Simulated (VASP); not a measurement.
# Si62As (a cell with a defect) in VASP: single point with PBE+D3(BJ)

Aim: the single point of Si62As (a cell with a defect) with PBE+D3(BJ).

Everything below comes from runs of VASP 6.6.1. Logs are shortened: lines on timing, memory, paths and dates and some standing lists are left out, and cuts for length are marked.

### 1 The cell of the first run

The cell holds a defect, 63 atoms: a = 10.860 Å, b = 10.860 Å, c = 10.860 Å, α = 90.00°, β = 90.00°, γ = 90.00°.

### 2 Single point, PBE+D3(BJ), collinear spin, zero start

Input file INCAR:

```
SYSTEM = Si62As
PREC = Accurate
ENCUT = 520
EDIFF = 1E-6
ISMEAR = -1
SIGMA = 0.05
LREAL = Auto
LASPH = .TRUE.
NELM = 150
ALGO = Normal
ISIF = 2
LWAVE = .FALSE.
LCHARG = .FALSE.
ISPIN = 2
MAGMOM = 0 0 0 0 0 0 0 0 0 0 0 0 0 0 0 0 0 0 0 0 0 0 0 0 0 0 0 0 0 0 0 0 0 0 0 0 0 0 0 0 0 0 0 0 0 0 0 0 0 0 0 0 0 0 0 0 0 0 0 0 0 0 0
LORBIT = 11
GGA = PE
IVDW = 12
NBANDS = 168
```

Input file KPOINTS:

```
Automatic mesh
0
G
  1 1 1
  0 0 0
```

Input file POSCAR:

```
Si62As
1.0
   10.8600000000      0.0000000000      0.0000000000
    0.0000000000     10.8600000000      0.0000000000
    0.0000000000      0.0000000000     10.8600000000
Si As
62 1
Direct
    0.4994591160      0.0011841621      0.0005408840
    0.6257606814      0.1262282689      0.1250416206
    0.7500143646      0.2524600368     -0.0010203499
    0.8746830571      0.3753169429      0.1257765193
    0.7503424494     -0.0002302947      0.2497697053
    0.8763062615      0.1253571823      0.3753571823
   -0.0002518416      0.0012327808     -0.0019853591
    0.1250484346      0.1249515654      0.1239121547
    0.2487672192      0.2502518416     -0.0019853591
    0.3749300184      0.3752741252      0.1250699816
    0.4994063536      0.5018331492      0.0005936464
    0.6240764273      0.6259235727      0.1266026703
    0.7481668508      0.7505936464      0.0005936464
    0.8747258748      0.8750699816      0.1250699816
    0.2503495396     -0.0003495396      0.2496504604
    0.3760878453      0.1249515654      0.3749515654
    0.5019853591      0.2502518416      0.2512327808
    0.6285683241      0.3760038674      0.3792937385
    0.7498360037      0.5001639963      0.2505978821
    0.8739961326      0.6214316759      0.3792937385
    0.5019853591      0.0012327808      0.5002518416
    0.6285683241      0.1292937385      0.6260038674
    0.7583912523      0.2522000000      0.5022000000
    0.7498360037      0.0005978821      0.7501639963
    0.8739961326      0.1292937385      0.8714316759
   -0.0024600368      0.4999856354     -0.0010203499
    0.1237717311      0.6242393186      0.1250416206
    0.2488158379      0.7505408840      0.0005408840
    0.3747430939      0.8752569061      0.1252569061
    0.0004923573      0.2495076427      0.2488426335
    0.1246428177      0.3736937385      0.3753571823
    0.2502302947      0.4996575506      0.2497697053
    0.3749583794      0.6242393186      0.3762282689
    0.4994591160      0.7505408840      0.2511841621
    0.6257606814      0.8750416206      0.3762282689
    0.0004923573     -0.0011573665      0.4995076427
    0.1246428177      0.1253571823      0.6236937385
    0.2511573665      0.2495076427      0.4995076427
    0.3742234807      0.3753169429      0.6253169429
    0.5010203499      0.4999856354      0.5024600368
    0.6246783610      0.6253216390      0.6287886740
    0.7500143646      0.7489796501      0.5024600368
    0.8746830571      0.8757765193      0.6253169429
    0.2502302947     -0.0002302947      0.7496575506
    0.3749583794      0.1262282689      0.8742393186
    0.5010203499      0.2524600368      0.7499856354
    0.6246783610      0.3787886740      0.8753216390
    0.8712113260      0.6253216390      0.8753216390
   -0.0002518416      0.7480146409      0.2512327808
    0.1250484346      0.8739121547      0.3749515654
   -0.0022000000      0.4916087477      0.5022000000
    0.1207062615      0.6214316759      0.6260038674
    0.2487672192      0.7480146409      0.5002518416
    0.3749300184      0.8750699816      0.6252741252
   -0.0022000000      0.2522000000      0.7416087477
    0.1207062615      0.3760038674      0.8714316759
    0.2494021179      0.5001639963      0.7501639963
    0.3733973297      0.6259235727      0.8759235727
    0.4994063536      0.7505936464      0.7518331492
    0.6240764273      0.8766026703      0.8759235727
   -0.0024600368      0.7489796501      0.7499856354
    0.1237717311      0.8750416206      0.8742393186
    0.7634393186      0.4865606814      0.7365606814
```

Potentials or basis: VASP PAW PBE potentials, release 64 (Si, As).

Command:

```
cat potpaw_PBE.64/Si/POTCAR potpaw_PBE.64/As/POTCAR > POTCAR
mpirun -np 1 vasp_gam > vasp.out
```

OUTCAR:

```text
SYSTEM = Si62As
   PREC = Accurate
   ENCUT = 520
   EDIFF = 1E-6
   ISMEAR = -1
   LREAL = Auto
   LASPH = .TRUE.
   NELM = 150
   ISIF = 2
   ISPIN = 2
   LORBIT = 11
   GGA = PE
   IVDW = 12
 IVDW          = 12

 ion  position               nearest neighbor table
   1  0.499  0.001  0.001-  60 2.34  29 2.35  45 2.36   2 2.36
   2  0.626  0.126  0.125-  17 2.35   5 2.36   1 2.36   3 2.36
   3  0.750  0.252  0.999-   4 2.35  25 2.35  47 2.35   2 2.36
   4  0.875  0.375  0.126-   3 2.35  26 2.35  19 2.35  30 2.35
   5  0.750  1.000  0.250-  14 2.34   2 2.36  35 2.36   6 2.36
   6  0.876  0.125  0.375-  23 2.33  30 2.35  36 2.35   5 2.36
[... 43 lines left out ...]
  50  0.125  0.874  0.375-  36 2.35  49 2.35  53 2.35  15 2.36
  51  0.998  0.492  0.502-  31 2.33  20 2.36  52 2.36
  52  0.121  0.621  0.626-  57 2.35  61 2.35  51 2.36  53 2.39
  53  0.249  0.748  0.500-  33 2.35  50 2.35  54 2.37  52 2.39
  54  0.375  0.875  0.625-  44 2.34  59 2.35  53 2.37  21 2.37
  55  0.998  0.252  0.742-  37 2.33  25 2.36  56 2.36
  56  0.121  0.376  0.871-  57 2.35  26 2.35  55 2.36   9 2.39
  57  0.249  0.500  0.750-  52 2.35  56 2.35  39 2.35  58 2.35
  58  0.373  0.626  0.876-  28 2.34  11 2.35  59 2.35  57 2.35
  59  0.499  0.751  0.752-  41 2.34  58 2.35  60 2.35  54 2.35
  60  0.624  0.877  0.876-   1 2.34  13 2.35  59 2.35  24 2.35
  61  0.998  0.749  0.750-  43 2.35  52 2.35  48 2.35  62 2.36
  62  0.124  0.875  0.874-   7 2.35  44 2.36  28 2.36  61 2.36
  63  0.763  0.487  0.737-  41 2.43  47 2.43  48 2.43

  LATTYP: Found a simple cubic cell.
 ALAT       =    10.8600000000

  Lattice vectors:

 A1 = (  10.8600000000,   0.0000000000,   0.0000000000)
 A2 = (   0.0000000000,  10.8600000000,   0.0000000000)
 A3 = (   0.0000000000,   0.0000000000,  10.8600000000)

Analysis of symmetry for initial positions (statically):
=====================================================================
 Subroutine PRICEL returns:
 Original cell was already a primitive cell.

 Routine SETGRP: Setting up the symmetry group for a
 simple cubic supercell.

 Subroutine GETGRP returns: Found  6 space group operations
 (whereof  1 operations were pure point group operations)
 out of a pool of 48 trial point group operations.

The static configuration has the point symmetry C_1 .
 The point group associated with its full space group is C_3v.

Analysis of symmetry for dynamics (positions and initial velocities):
=====================================================================
 Subroutine PRICEL returns:
 Original cell was already a primitive cell.

 Routine SETGRP: Setting up the symmetry group for a
 simple cubic supercell.

 Subroutine GETGRP returns: Found  6 space group operations
 (whereof  1 operations were pure point group operations)
 out of a pool of 48 trial point group operations.

[... 262 lines left out ...]
  energy without entropy =     -331.94362047  energy(sigma->0) =     -332.01489809

 E-fermi :   6.2428     XC(G=0):  -9.3454

 val. band max:        5.8383919379   @ k =   0.0000   0.0000   0.0000
 cond. band min:       6.3083227940   @ k =   0.0000   0.0000   0.0000
 fundamental gap:      0.4699308562
 Fermi energy:         6.2427584495

 spin component 1

 k-point     1 :       0.0000    0.0000    0.0000
  band No.  band energies     occupation
      1      -6.3418      1.00000
      2      -5.7784      1.00000
      3      -5.1664      1.00000
      4      -5.1664      1.00000
      5      -5.1497      1.00000
      6      -5.1497      1.00000
[... 130 lines left out ...]
    137       6.8510      0.00001
    138       6.9436      0.00000
 Fermi energy:         6.2427584495

 spin component 2

 k-point     1 :       0.0000    0.0000    0.0000
  band No.  band energies     occupation
      1      -6.3418      1.00000
      2      -5.7785      1.00000
      3      -5.1664      1.00000
      4      -5.1664      1.00000
      5      -5.1497      1.00000
      6      -5.1497      1.00000
[... 130 lines left out ...]
    137       6.8509      0.00001
    138       6.9436      0.00000
 [bands above 138 left out]

------------------------ aborting loop because EDIFF is reached ----------------------------------------

 Edisp (eV)  -19.96004

 E6    (eV) :   -11.6815

 E8    (eV) :    -8.2785

  FORCE on cell =-STRESS in cart. coord.  units (eV):
  Direction    XX          YY          ZZ          XY          YZ          ZX
  --------------------------------------------------------------------------------------
  -------------------------------------------------------------------------------------
  Total      -3.16255    -3.16255    -3.16255    -4.43401     4.43401    -4.43401
  in kB      -3.95602    -3.95602    -3.95602    -5.54648     5.54648    -5.54648
  external pressure =       -3.96 kB  Pullay stress =        0.00 kB

 VOLUME and BASIS-vectors are now :
 -----------------------------------------------------------------------------
  energy-cutoff  :      520.00
  volume of cell :     1280.82
      direct lattice vectors                 reciprocal lattice vectors
    10.860000000  0.000000000  0.000000000     0.092081031  0.000000000  0.000000000
     0.000000000 10.860000000  0.000000000     0.000000000  0.092081031  0.000000000
     0.000000000  0.000000000 10.860000000     0.000000000  0.000000000  0.092081031

 POSITION                                       TOTAL-FORCE (eV/Angst)
 -----------------------------------------------------------------------------------
      5.42413      0.01286      0.00587        -0.001614      0.002057      0.001614
      6.79576      1.37084      1.35795         0.001505     -0.000965      0.002043
      8.14516      2.74172     10.84892         0.000908     -0.003280      0.000823
      9.49906      4.07594      1.36593        -0.002594      0.002594     -0.000788
      8.14872     10.85750      2.71250         0.006842     -0.003915     -0.003915
      9.51669      1.36138      4.07638        -0.000485     -0.009306     -0.009306
[... 55 lines left out ...]
      1.34416      9.50295      9.49424         0.000965      0.002043     -0.001505
      8.29095      5.28405      7.99905         0.009679     -0.009679     -0.009679
 -----------------------------------------------------------------------------------
    total drift:                                0.013531     -0.013531     -0.013531

  FREE ENERGIE OF THE ION-ELECTRON SYSTEM (eV)
  ---------------------------------------------------
  free  energy   TOTEN  =      -352.0462182361 eV

  energy  without entropy=     -351.9036630062  energy(sigma->0) =     -351.97494062

 total charge

# of ion       s       p       d       tot
------------------------------------------
    1        0.740   0.956   0.000   1.696
    2        0.738   0.956   0.000   1.695
    3        0.739   0.958   0.000   1.698
    4        0.737   0.963   0.000   1.700
    5        0.742   0.949   0.000   1.691
    6        0.739   0.958   0.000   1.697
[... 55 lines left out ...]
   62        0.738   0.956   0.000   1.695
   63        1.277   1.470   0.037   2.785
--------------------------------------------------
tot         47.311  60.234   0.037 107.583

 magnetization (x)

# of ion       s       p       d       tot
------------------------------------------
    1       -0.000   0.000   0.000   0.000
    2       -0.000  -0.000   0.000  -0.000
    3       -0.000  -0.000   0.000  -0.000
    4        0.000   0.000   0.000   0.000
    5       -0.000  -0.000   0.000  -0.000
    6       -0.000  -0.000   0.000  -0.000
[... 55 lines left out ...]
   62       -0.000  -0.000   0.000  -0.000
   63        0.000  -0.000  -0.000  -0.000
--------------------------------------------------
tot         -0.000  -0.000  -0.000  -0.000
```

Run time: 12 min. Hardware: 1 thread of AMD EPYC 7R43 (Zen 3), shared host; peak memory 1.4 GiB.

What came out:

- Free energy: -352.0462 eV
- Pressure: -0.4 GPa
- Largest force: 0.021 eV/Å
- Net moment: 0.00 μB per cell
- Valence electrons inside the program's atomic spheres: Si 1.70, 1.69, 1.68, 1.64, 1.67 (each value once); As 2.79
- Dispersion energy per atom: -0.317 eV

Forces on the atoms (eV/Å):
```
Si  -0.002  0.002  0.002
Si   0.002 -0.001  0.002
Si   0.001 -0.003  0.001
Si  -0.003  0.003 -0.001
Si   0.007 -0.004 -0.004
Si   0.000 -0.009 -0.009
Si   0.002  0.007 -0.003
Si   0.000  0.000 -0.001
Si  -0.007 -0.002 -0.003
Si   0.004  0.002 -0.004
Si  -0.008 -0.007  0.008
Si  -0.001  0.001  0.004
Si   0.007  0.008  0.008
Si  -0.002 -0.004 -0.004
Si   0.002 -0.002 -0.002
Si   0.001  0.000  0.000
Si   0.003 -0.002  0.007
Si  -0.013  0.001 -0.014
Si  -0.004  0.004  0.001
Si  -0.001  0.013 -0.014
Si   0.003  0.007 -0.002
Si  -0.013 -0.014  0.001
Si   0.016  0.009  0.009
Si  -0.004  0.001  0.004
Si  -0.001 -0.014  0.013
Si   0.003 -0.001  0.001
Si   0.001 -0.002  0.002
Si  -0.002  0.002  0.002
Si   0.001 -0.001 -0.001
Si   0.005 -0.005  0.003
Si   0.009  0.000 -0.009
Si   0.004 -0.007 -0.004
Si  -0.002 -0.002 -0.001
Si  -0.002  0.002  0.002
Si   0.002  0.002 -0.001
Si   0.005  0.003 -0.005
Si   0.009 -0.009  0.000
Si  -0.003 -0.005 -0.005
Si   0.001  0.003  0.003
Si  -0.001 -0.001 -0.003
Si  -0.011  0.011  0.007
Si   0.001  0.001 -0.003
Si  -0.003 -0.001  0.003
Si   0.004 -0.004 -0.007
Si  -0.002 -0.001 -0.002
Si  -0.001 -0.003 -0.001
Si  -0.011  0.007  0.011
Si  -0.007  0.011  0.011
Si   0.002 -0.003  0.007
Si   0.000 -0.001  0.000
Si  -0.009 -0.016  0.009
Si   0.014  0.013  0.001
Si  -0.007 -0.003 -0.002
Si   0.004 -0.004  0.002
Si  -0.009  0.009 -0.016
Si   0.014  0.001  0.013
Si  -0.001  0.004  0.004
Si  -0.004  0.001  0.001
Si  -0.008  0.008 -0.007
Si  -0.001  0.004  0.001
Si   0.003  0.001 -0.001
Si   0.001  0.002 -0.002
As   0.010 -0.010 -0.010
```

Stress tensor (GPa, compression positive):
```
-0.40 -0.55 -0.55
-0.55 -0.40  0.55
-0.55  0.55 -0.40
```

Levels at points of the mesh, in eV from the Fermi level:
Spin up:
| k point | band 124 | band 125 | band 126 | band 127 | band 128 | band 129 |
| --- | --- | --- | --- | --- | --- | --- |
| (0.00, 0.00, 0.00) | -0.83 | -0.83 | -0.40 | 0.07 | 0.07 | 0.19 |
Spin down:
| k point | band 123 | band 124 | band 125 | band 126 | band 127 | band 128 | band 129 | band 130 |
| --- | --- | --- | --- | --- | --- | --- | --- | --- |
| (0.00, 0.00, 0.00) | -1.11 | -0.83 | -0.83 | -0.40 | 0.07 | 0.07 | 0.19 | 0.19 |

Caveat: the k points lie up to 0.58 Å⁻¹ apart; no moment was typed at the start, so none could form.
